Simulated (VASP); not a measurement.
Set up this calculation in VASP 6.6.1, as the native input.

```
Task                   : single point
Functional             : r2SCAN
Potentials or basis    : VASP PAW PBE potentials, release 64 (As, Sb, In_d)
Cutoff                 : 520 eV
k mesh                 : 4 × 6 × 4
Occupations            : fermi-dirac, width 0.02 eV
Spin                   : no spin polarisation
Dipole correction      : no
Further INCAR settings : ALGO = Normal; EDIFF = 1e-07; NBANDS = 46
```

In4Sb3As:

```
As Sb In
1.0
     7.48085    0.00000   -0.00219
     0.00000    4.54890    0.00000
    -0.00233    0.00000    7.87282
As Sb In
1 3 4
Direct
  0.99729 0.00000 0.33099
  0.00236 0.50000 0.83426
  0.49912 0.50000 0.17315
  0.50339 0.00000 0.66179
  0.35405 0.00000 0.33360
  0.38050 0.50000 0.83480
  0.88081 0.50000 0.17907
  0.88249 0.00000 0.65233
```

The input as run:

POSCAR

```
In4Sb3As
1.0
    7.4808511532      0.0000000000     -0.0021923393
    0.0000000000      4.5488979280      0.0000000000
   -0.0023326428      0.0000000000      7.8728205011
As Sb In
1 3 4
Direct
   -0.0027149209      0.0000000000      0.3309913516
    0.0023602366      0.5000000000      0.8342644807
    0.4991195289      0.5000000000      0.1731459527
    0.5033910787      0.0000000000      0.6617947607
    0.3540467250      0.0000000000      0.3336014282
    0.3804984799      0.5000000000      0.8347995214
    0.8808069958      0.5000000000      0.1790711615
    0.8824918761      0.0000000000      0.6523313432
```

INCAR.step1

```
PREC = Accurate
ENCUT = 520
ISMEAR = -1
SIGMA = 0.02
LREAL = False
LASPH = True
NELM = 60
NBANDS = 46
GGA = PE
ALGO = Normal
EDIFF = 1E-4
LWAVE = True
LCHARG = False
```

INCAR.step2

```
PREC = Accurate
ENCUT = 520
EDIFF = 1E-7
ISMEAR = -1
SIGMA = 0.02
LREAL = False
LASPH = True
NELM = 60
ALGO = Normal
ISIF = 2
LWAVE = False
LCHARG = False
METAGGA = R2SCAN
LMIXTAU = True
NBANDS = 46
ISTART = 1
```

KPOINTS

```
regular mesh
0
Gamma
  4 6 4
```

Potentials or basis: VASP PAW PBE potentials, release 64 (As, Sb, In_d).

Run with:

```console
$ cat potpaw_PBE.64/As/POTCAR potpaw_PBE.64/Sb/POTCAR potpaw_PBE.64/In_d/POTCAR > POTCAR
$ cp INCAR.step1 INCAR
$ mpirun -np 1 vasp_std > vasp.out
$ cp INCAR.step2 INCAR
$ mpirun -np 1 vasp_std > vasp.out
```

It gave:

```yaml
Pressure: 0.0 GPa
Band_gap_on_the_k_mesh: 0.06 eV
```

Caveat: semilocal functionals underestimate gaps, and a narrow one can read as zero; the PAW data sets were made with another functional, which shifts forces and pressure a little; spin-orbit coupling is left out, which moves the levels of the heavy elements.

Wall time 61 min on 1 thread of Oxide Virtual Turin-like Processor, on a shared host, peak memory 0.62 GiB.
